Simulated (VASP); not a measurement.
Si:

```
Si
1.0
     3.95921    0.00000    0.00000
    -1.97961    3.42878    0.00000
     0.00000    0.00000    2.28772
Si
2
Cartesian
  0.0000 2.2859 1.1439
  1.9796 1.1429 1.1439
```

The cell was built from a structure type or drawn by symmetry, and may not be a known phase.

- Program: VASP 6.6.1
- Task: relaxation of cell and atoms
- Functional: PBE
- Potentials or basis: VASP PAW PBE potentials, release 64 (Si)
- Cutoff: 600 eV
- k mesh: 6 × 6 × 8
- Occupations: gaussian, width 0.1 eV
- Spin: no spin polarisation

At the start: pressure 32.3 GPa; volume 15.53 Å³/atom.

Problem. Where does the relaxation end?

Solution. Over 13 steps the energy falls by 399.6 meV/atom and the volume is 19.56 Å³/atom (+26.0 %); space group P6/mmm (No. 191, to 0.1 Å) before and after.

Step by step:
| step | energy change (eV) | largest force (eV/Å) | pressure (GPa) | volume (Å³) |
| --- | --- | --- | --- | --- |
| 1 | 0.0000 | 0.0000 | 32.25 | 31.06 |
| 2 | -0.4621 | 0.0000 | -10.15 | 47.20 |
| 3 | -0.7401 | 0.0000 | -0.55 | 39.45 |
| 4 | -0.7401 | 0.0000 | -0.91 | 39.63 |
| 5 | -0.7626 | 0.0000 | -0.41 | 39.25 |
| 6 | -0.7827 | 0.0000 | 3.17 | 38.00 |
| 7 | -0.7937 | 0.0000 | 0.96 | 38.65 |
| 8 | -0.7947 | 0.0000 | 1.21 | 38.52 |
| 9 | -0.7951 | 0.0000 | 1.49 | 38.40 |
| 10 | -0.7968 | 0.0000 | -0.43 | 39.48 |
| 11 | -0.7991 | 0.0000 | 0.31 | 39.02 |
| 12 | -0.7991 | 0.0000 | -0.20 | 39.20 |
| 13 | -0.7993 | 0.0000 | 0.04 | 39.12 |

Final structure:
```
CELL_PARAMETERS angstrom
4.06349 0.00000 0.00000
-2.03175 3.51909 0.00000
0.00000 0.00000 2.73558
ATOMIC_POSITIONS crystal
Si 0.33333 0.66667 0.50000
Si 0.66667 0.33333 0.50000
```

Caveat: the volume moved by over 15 % at a fixed basis, so the end points are rough.
